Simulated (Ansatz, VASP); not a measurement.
Two plane-wave programs on HfBr2F2

The input INCAR:

```
SYSTEM = HfBr2F2
PREC = Accurate ; ENCUT = 600
EDIFF = 1E-7 ; ISMEAR = 0
SIGMA = 0.1 ; LREAL = .FALSE.
LASPH = .TRUE. ; NELM = 60
ALGO = Normal ; ISIF = 3
LWAVE = .FALSE. ; LCHARG = .FALSE.
GGA = PE ; IBRION = 2
NSW = 90 ; EDIFFG = -0.04
```

File KPOINTS:

```
regular mesh
0
G
  2 2 4
  0 0 0
```

The input POSCAR:

```
HfBr2F2
1.0
    7.7531118500      0.0000000000      0.0000000000
    0.0000000000      7.7531118500      0.0000000000
    0.0000000000      0.0000000000      4.0826526400
Hf Br F
2 4 4
Direct
    0.0000000000      0.0000000000      0.0000000000
    0.5000000000      0.5000000000      0.0000000000
    0.3338220100      0.8338220100      0.5000000000
    0.8338220100      0.6661779900      0.5000000000
    0.1661779900      0.3338220100      0.5000000000
    0.6661779900      0.1661779900      0.5000000000
    0.3660680100      0.1339319900      0.0000000000
    0.8660680100      0.3660680100      0.0000000000
    0.1339319900      0.6339319900      0.0000000000
    0.6339319900      0.8660680100      0.0000000000
```

Input for Ansatz:

```yaml
crystal:
  lattice:
    - [7.75311185, 0.0, 0.0]
    - [0.0, 7.75311185, 0.0]
    - [0.0, 0.0, 4.08265264]
  atoms:
    - { symbol: Hf, position: [0.0, 0.0, 0.0] }
    - { symbol: Hf, position: [0.5, 0.5, 0.0] }
    - { symbol: Br, position: [0.33382201, 0.83382201, 0.5] }
    - { symbol: Br, position: [0.83382201, 0.66617799, 0.5] }
    - { symbol: Br, position: [0.16617799, 0.33382201, 0.5] }
    - { symbol: Br, position: [0.66617799, 0.16617799, 0.5] }
    - { symbol: F, position: [0.36606801, 0.13393199, 0.0] }
    - { symbol: F, position: [0.86606801, 0.36606801, 0.0] }
    - { symbol: F, position: [0.13393199, 0.63393199, 0.0] }
    - { symbol: F, position: [0.63393199, 0.86606801, 0.0] }
basis:
  ecutwfc: 420
kpoints:
  mp_grid: { grid: [2, 2, 4] }
hamiltonian:
  xc: pbe
scf:
  occupations: { method: gaussian, width: 0.1 }
  lower_state_search: "off"
output:
  forces: true
  stress: true
  eigenvalues: true
relax:
  adjacent_minimum: "off"
  f_tol: 0.04
  max_steps: 70
  cell: { stress_tol: 0.4 }
```

Change from the starting cell: species swapped into the Yb2CdPd2 type (P4/mbm, No. 127).

Alike in both runs: task relaxation of cell and atoms; functional PBE; k mesh 2 × 2 × 4; occupations gaussian, width 0.1 eV; no spin polarisation.

|  | VASP | Ansatz |
| --- | --- | --- |
| version | VASP 6.6.1 | Ansatz 0.2.0 |
| potentials or method | VASP PAW PBE potentials, release 64 (Hf_pv, Br, F), cutoff 600 eV | scalar-relativistic, plane waves, PAW |
| valence electrons in the cell | 76 | 108 |

Ansatz gave:

| Item | Value |
| --- | --- |
| gap on the k mesh at the Fermi level, each at its own relaxed structure (eV) | none |
| relaxed volume (Å³/atom) | 17.90 |
| relaxed cell length with the largest relative difference (Å) | 5.097 |

Task: Which values does VASP return?

Result: gap on the k mesh at the Fermi level, each at its own relaxed structure (eV): none; relaxed volume (Å³/atom): 17.58; relaxed cell length with the largest relative difference (Å): 5.050.

A gap of «none» marks a metal or a gap that the smearing closes. VASP's potentials hold 76 valence electrons a cell and Ansatz's 108, so a difference there can come from the potentials and not from the codes.

The k mesh is coarse, so the values compare programs but aren't converged. Neither program's run includes spin-orbit coupling. Noted on VASP's run: the volume moved by over 15 % at a fixed basis, so the end points are rough.
